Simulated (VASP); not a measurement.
A run of VASP 6.6.1 is set up as follows.

Contents of INCAR:

```
SYSTEM = P
PREC = Accurate
ENCUT = 520
EDIFF = 1E-6
ISMEAR = 0
SIGMA = 0.15
LREAL = .False.
LASPH = .True.
NELM = 80
ALGO = Normal
ISIF = 2
LWAVE = .False.
LCHARG = .False.
GGA = PS
IVDW = 12
NBANDS = 8
```

File KPOINTS:

```
Automatic mesh
0
Gamma
  28 28 28
  0 0 0
```

POSCAR

```
P
1.0
    2.3519179429      0.0000000000      0.0000000000
    0.0000000000      2.3519179429      0.0000000000
    0.0000000000      0.0000000000      2.4696869714
P
1
Direct
    0.0000000000      0.0000000000      0.0000000000
```

Potentials or basis: VASP PAW PBE potentials, release 64 (P).

The run is started by

```console
$ cat potpaw_PBE.64/P/POTCAR > POTCAR
$ mpirun -np 1 vasp_std > vasp.out
```

What does it give for the pressure?

0.7 GPa.

Estimate the dispersion energy per atom.

-0.415 eV.

Stress tensor (GPa, compression positive):
```
 5.09  0.00  0.00
 0.00  5.09  0.00
 0.00  0.00 -8.03
```

Caveat: the PAW data sets were made with another functional, which shifts forces and pressure a little; pairwise dispersion overbinds metals, which lowers pressure and volume.
